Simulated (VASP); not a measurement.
Write the native input for VASP 6.6.1 that does the following.

* Task: single point
* Functional: r2SCAN
* Potentials or basis: VASP PAW PBE potentials, release 64 (Zn, Se)
* Cutoff: 520 eV
* k mesh: 6 × 6 × 6
* Occupations: fermi-dirac, width 0.001 eV
* Spin: no spin polarisation
* Dipole correction: no
* Further INCAR settings: ALGO = Normal; EDIFF = 1e-06; NBANDS = 16

Crystal: ZnSe.

```xyz
2
Lattice="0.0000 2.8324 2.8324 2.8324 0.0000 2.8324 2.8324 2.8324 0.0000" Properties=species:S:1:pos:R:3 pbc="T T T"
Zn    0.0000    0.0000    0.0000
Se    1.4162    1.4162    1.4162
```

These files were run (other wordings do the same):

POSCAR

```
ZnSe
1.0
    0.0000000000      2.8324206805      2.8324206805
    2.8324206805      0.0000000000      2.8324206805
    2.8324206805      2.8324206805      0.0000000000
Zn Se
1 1
Direct
    0.0000000000      0.0000000000      0.0000000000
    0.2500000000      0.2500000000      0.2500000000
```

INCAR.step1

```
ALGO     = Normal         # electronic algorithm
EDIFF    = 1E-4           # SCF threshold, eV
ENCUT    = 520            # plane-wave cutoff, eV
GGA      = PE             # functional
ISMEAR   = -1             # smearing method
LASPH    = T              # aspherical terms in the spheres
LCHARG   = F              # write CHGCAR
LREAL    = F              # projectors in reciprocal space
LWAVE    = T              # write WAVECAR
NBANDS   = 16             # bands
NELM     = 60             # most SCF steps
PREC     = Accurate       # precision mode
SIGMA    = 0.001          # smearing width, eV
```

INCAR.step2

```
ALGO     = Normal         # electronic algorithm
EDIFF    = 1E-6           # SCF threshold, eV
ENCUT    = 520            # plane-wave cutoff, eV
ISIF     = 2              # what is computed and relaxed
ISMEAR   = -1             # smearing method
ISTART   = 1            
LASPH    = T              # aspherical terms in the spheres
LCHARG   = F              # write CHGCAR
LMIXTAU  = T            
LREAL    = F              # projectors in reciprocal space
LWAVE    = F              # write WAVECAR
METAGGA  = R2SCAN         # meta-GGA
NBANDS   = 16             # bands
NELM     = 60             # most SCF steps
PREC     = Accurate       # precision mode
SIGMA    = 0.001          # smearing width, eV
```

KPOINTS

```
k-points
0
Gamma
  6 6 6
```

Potentials or basis: VASP PAW PBE potentials, release 64 (Zn, Se).

Command:

```sh
$ cat potpaw_PBE.64/Zn/POTCAR potpaw_PBE.64/Se/POTCAR > POTCAR
$ cp INCAR.step1 INCAR
$ mpirun -np 1 vasp_std > vasp.out
$ cp INCAR.step2 INCAR
$ mpirun -np 1 vasp_std > vasp.out
```

Results of the run:

* Pressure: 0.1 GPa
* Band gap on the k mesh: 1.87 eV, direct

Caveat: the PAW data sets were made with another functional, which shifts forces and pressure a little.

It took 54 s on 1 thread of Intel(R) Xeon(R) Platinum 8259CL CPU @ 2.50GHz (Skylake/Cascade Lake) (shared host), peak memory 0.17 GiB.
